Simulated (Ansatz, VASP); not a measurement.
## MgS in VASP and in Ansatz

The input POSCAR:

```
MgS
1.0
    0.0000000000      2.8308768389      2.8308768389
    2.8308768389      0.0000000000      2.8308768389
    2.8308768389      2.8308768389      0.0000000000
Mg S
1 1
Direct
    0.0000000000      0.0000000000      0.0000000000
    0.2500000000      0.2500000000      0.2500000000
```

File INCAR.step1:

```
PREC = Accurate
ENCUT = 660
ISMEAR = 0
SIGMA = 0.01
LREAL = False
LASPH = True
NELM = 120
NBANDS = 11
GGA = PE
ALGO = Normal
EDIFF = 1E-5
LWAVE = True
LCHARG = False
GGA_COMPAT = False
```

Contents of INCAR.step2:

```
PREC = Accurate
ENCUT = 660
EDIFF = 1E-6
ISMEAR = 0
SIGMA = 0.01
LREAL = False
LASPH = True
NELM = 120
ALGO = Normal
ISIF = 2
LWAVE = False
LCHARG = True
METAGGA = R2SCAN
LMIXTAU = True
LELF = True
LVHAR = True
NBANDS = 11
ISTART = 1
GGA_COMPAT = False
```

KPOINTS

```
regular mesh
0
Gamma
  8 8 8
```

Input for Ansatz:

```yaml
crystal:
  lattice:
    - [0.0, 2.8308768389, 2.8308768389]
    - [2.8308768389, 0.0, 2.8308768389]
    - [2.8308768389, 2.8308768389, 0.0]
  atoms:
    - { symbol: Mg, position: [0.0, 0.0, 0.0] }
    - { symbol: S, position: [0.25, 0.25, 0.25] }
kpoints:
  mp_grid: { grid: [8, 8, 8] }
hamiltonian:
  xc: r2scan
scf:
  occupations: { method: fixed }
output:
  optics:
    e_range: [2, 15]
    de: 0.05
    sigma: 0.25
    scissors: 0.3
    scheme: fermi_dirac
    bands: auto
```

Alike in both runs: task single point; functional r2SCAN; k mesh 8 × 8 × 8; no spin polarisation.

```csv
,VASP,Ansatz
version,VASP 6.6.1,Ansatz 0.2.0
potentials or method,"VASP PAW PBE potentials, release 64 (Mg, S)","plane waves, PAW"
plane-wave cutoff (eV),660,500
occupations,"gaussian, width 0.01 eV",fixed
valence electrons in the cell,8,16
```

Ansatz gave:

* gap on the k mesh at the Fermi level (eV): 4.14

Q: Estimate VASP's values.

A: gap on the k mesh at the Fermi level (eV): 4.13.

VASP's potentials were made for PBE, not for r2SCAN. VASP's potentials hold 8 valence electrons a cell and Ansatz's 16, so a difference there can come from the potentials and not from the codes.
